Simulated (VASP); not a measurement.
The system is HfSn3O8.

```
Hf Sn O
1.0
     3.29602    0.00000    0.00000
     0.00000    6.59204    0.00000
     0.00000    0.00000    4.79102
Hf Sn O
1 3 8
Direct
  0.50000 0.00000 0.50000
  0.00000 0.75000 0.00000
  0.50000 0.50000 0.50000
  0.00000 0.25000 0.00000
  0.50000 0.75000 0.30279
  0.00000 0.00000 0.19721
  0.00000 0.00000 0.69721
  0.50000 0.75000 0.80279
  0.50000 0.25000 0.30279
  0.00000 0.50000 0.19721
  0.00000 0.50000 0.69721
  0.50000 0.25000 0.80279
```

- Program: VASP 6.6.1
- Task: relaxation of cell and atoms
- Functional: PBE
- Potentials or basis: VASP PAW PBE potentials, release 64 (Hf_pv, Sn_d, O)
- Cutoff: 600 eV
- k mesh: 8 × 4 × 6
- Occupations: fermi-dirac, width 0.02 eV
- Spin: no spin polarisation

At the start: pressure 106.5 GPa; volume 8.67 Å³/atom.

Task: Where does the relaxation end?

Result: Over 41 steps the energy falls by 740.7 meV/atom and the volume is 11.76 Å³/atom (+35.6 %); space group Pmm2 (No. 25, to 0.1 Å) before and after.

The path:
```tsv
step	energy change (eV)	largest force (eV/Å)	pressure (GPa)	volume (Å³)
1	0.0000	1.3037	106.51	104.10
3	-8.4297	1.1275	-7.19	142.32
5	-8.5654	0.9347	0.41	136.77
7	-8.6696	0.5506	-0.75	138.17
9	-8.7890	0.6008	0.53	138.71
11	-8.8767	0.2768	-0.50	141.08
13	-8.8832	0.1789	0.10	140.93
15	-8.8851	0.0716	0.15	140.88
17	-8.8863	0.0431	0.16	140.90
19	-8.8865	0.0943	-0.46	141.42
21	-8.8876	0.0459	-0.12	141.16
23	-8.8885	0.0270	0.04	141.08
25	-8.8887	0.0176	-0.03	141.13
27	-8.8888	0.0138	0.01	141.10
29	-8.8888	0.0119	0.01	141.11
31	-8.8888	0.0074	-0.01	141.12
33	-8.8888	0.0055	0.01	141.11
35	-8.8888	0.0080	0.02	141.10
37	-8.8888	0.0087	0.01	141.10
39	-8.8888	0.0120	0.02	141.10
41	-8.8888	0.0030	-0.02	141.11
```

Final structure:
```
Hf Sn O
1.0
     3.55310    0.00000    0.00000
     0.00000    7.29229    0.00000
     0.00000    0.00000    5.44617
Hf Sn O
1 3 8
Direct
  0.50000 0.00000 0.50405
  0.00000 0.75238 0.00469
  0.50000 0.50000 0.48722
  0.00000 0.24762 0.00469
  0.50000 0.75046 0.32111
  0.00000 0.00000 0.18959
  0.00000 0.00000 0.67749
  0.50000 0.76175 0.81777
  0.50000 0.24954 0.32111
  0.00000 0.50000 0.17623
  0.00000 0.50000 0.67829
  0.50000 0.23825 0.81777
```

Caveat: the volume moved by over 15 % at a fixed basis, so the end points are rough.
